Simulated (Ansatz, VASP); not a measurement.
# Hf: VASP beside Ansatz

File INCAR:

```
SYSTEM = Hf
PREC = Accurate
ENCUT = 520
EDIFF = 1E-7
ISMEAR = -1
SIGMA = 0.1
LREAL = .FALSE.
LASPH = .TRUE.
NELM = 80
ALGO = Normal
ISIF = 2
LWAVE = .FALSE.
LCHARG = .FALSE.
GGA = RE
NBANDS = 28
```

File KPOINTS:

```
regular mesh
0
G
  13 13 4
  0 0 0
```

File POSCAR:

```
Hf
1.0
    3.3441511509      0.0000000000      0.0000000000
   -1.6720755754      2.8961198507      0.0000000000
    0.0000000000      0.0000000000     10.6995751259
Hf
4
Direct
    1.0000000000      0.0000000000      1.0000000000
    1.0000000000      0.0000000000      0.5000000000
    0.3333333333      0.6666666667      0.2500000000
    0.6666666667      0.3333333333      0.7500000000
```

Input for Ansatz:

```yaml
crystal:
  lattice:
    - [3.3441511509, 0.0, 0.0]
    - [-1.6720755754, 2.8961198507, 0.0]
    - [0.0, 0.0, 10.6995751259]
  atoms:
    - { symbol: Hf, position: [1.0, 0.0, 1.0] }
    - { symbol: Hf, position: [1.0, 0.0, 0.5] }
    - { symbol: Hf, position: [0.3333333333, 0.6666666667, 0.25] }
    - { symbol: Hf, position: [0.6666666667, 0.3333333333, 0.75] }
hamiltonian:
  xc: revpbe
  pseudopotentials:
    kind: paw
    azcp:
      Hf: "pseudopotentials/Hf.paw.azcp"
basis:
  ecutwfc: 420
  fft_grid_basis: typed
kpoints:
  mp_grid: { grid: [13, 13, 4], shift: [0, 0, 0] }
magnetization:
  spin_polarized: false
scf:
  occupations: { method: fermi_dirac, width: 0.1 }
  lower_state_search: "off"
output:
  stress: true
```

Alike in both runs: task single point; functional revPBE; k mesh 13 × 13 × 4; occupations fermi-dirac, width 0.1 eV; no spin polarisation.

```csv
,VASP,Ansatz
version,VASP 6.6.1,Ansatz 0.2.0
potentials or method,"VASP PAW PBE potentials, release 64 (Hf_pv), cutoff 520 eV","plane waves (420 eV) with PAW, scalar-relativistic"
valence electrons in the cell,40,104
```

|  | VASP | Ansatz | Ansatz less VASP |
| --- | --- | --- | --- |
| pressure (GPa) | -9.9 | -9.5 | +0.42 |
| traceless stress, the component that is largest in VASP (GPa) | 0.13 | 0.17 | +0.041 |

VASP's potentials were made for PBE, not for revPBE. VASP's potentials hold 40 valence electrons a cell and Ansatz's 104, so a difference there can come from the potentials and not from the codes.

Neither program's run includes spin-orbit coupling.
